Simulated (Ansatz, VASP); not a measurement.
## LiHF2: VASP beside Ansatz

Contents of INCAR:

```
SYSTEM = LiHF2
PREC = Accurate
ENCUT = 520
EDIFF = 1E-6
ISMEAR = 0
SIGMA = 0.05
LREAL = .False.
LASPH = .True.
NELM = 80
ALGO = Normal
ISIF = 2
LWAVE = .False.
LCHARG = .False.
GGA = CA
NBANDS = 17
```

KPOINTS

```
regular mesh
0
Gamma
  9 9 9
  0 0 0
```

The input POSCAR:

```
LiHF2
1.0
    1.4860718052      0.8579839568      4.2646668686
   -1.4860718052      0.8579839568      4.2646668686
    0.0000000000     -1.7159679136      4.2646668686
Li H F
1 1 2
Direct
    0.0000000000      0.0000000000      0.0000000000
    0.5000000000      0.5000000000      0.5000000000
    0.4125119035      0.4125119035      0.4125119035
    0.5874880965      0.5874880965      0.5874880965
```

Input for Ansatz:

```yaml
crystal:
  lattice:
    - [1.4860718052, 0.8579839568, 4.2646668686]
    - [-1.4860718052, 0.8579839568, 4.2646668686]
    - [0.0, -1.7159679136, 4.2646668686]
  atoms:
    - { symbol: Li, position: [0.0, 0.0, 0.0] }
    - { symbol: H, position: [0.5, 0.5, 0.5] }
    - { symbol: F, position: [0.4125119035, 0.4125119035, 0.4125119035] }
    - { symbol: F, position: [0.5874880965, 0.5874880965, 0.5874880965] }
basis:
  ecutwfc: 420
kpoints:
  mp_grid: { grid: [9, 9, 9] }
hamiltonian:
  xc: lda
scf:
  occupations: { method: gaussian, width: 0.05 }
output:
  forces: true
  stress: true
  eigenvalues: true
```

Change from the starting cell: strain +0.030 along x and y, -0.015 along z, atoms carried along.

Alike in both runs: task single point; functional LDA; k mesh 9 × 9 × 9; occupations gaussian, width 0.05 eV; no spin polarisation.

|  | VASP | Ansatz |
| --- | --- | --- |
| version | VASP 6.6.1 | Ansatz 0.2.0 |
| potentials or method | VASP PAW LDA potentials, release 64 (Li_sv, H, F), cutoff 520 eV | scalar-relativistic, plane waves, PAW |
| valence electrons in the cell | 18 | 18 |

VASP gave:

```
gap on the k mesh at the Fermi level (eV) : 8.09
least direct gap on the mesh (eV)         : 8.25
rms of the force components (eV/Å)        : 0.265
```

Problem. Which values does Ansatz return?

Solution. gap on the k mesh at the Fermi level (eV): 8.12; least direct gap on the mesh (eV): 8.27; rms of the force components (eV/Å): 0.224.

LDA's correlation is that of Perdew and Zunger in VASP and of Perdew and Wang (1992) in Ansatz. Atom by atom the forces differ by 0.041 eV/Å (rms over components).

Noted on VASP's run: the cutoff is short for stress, so the pressure is rough.
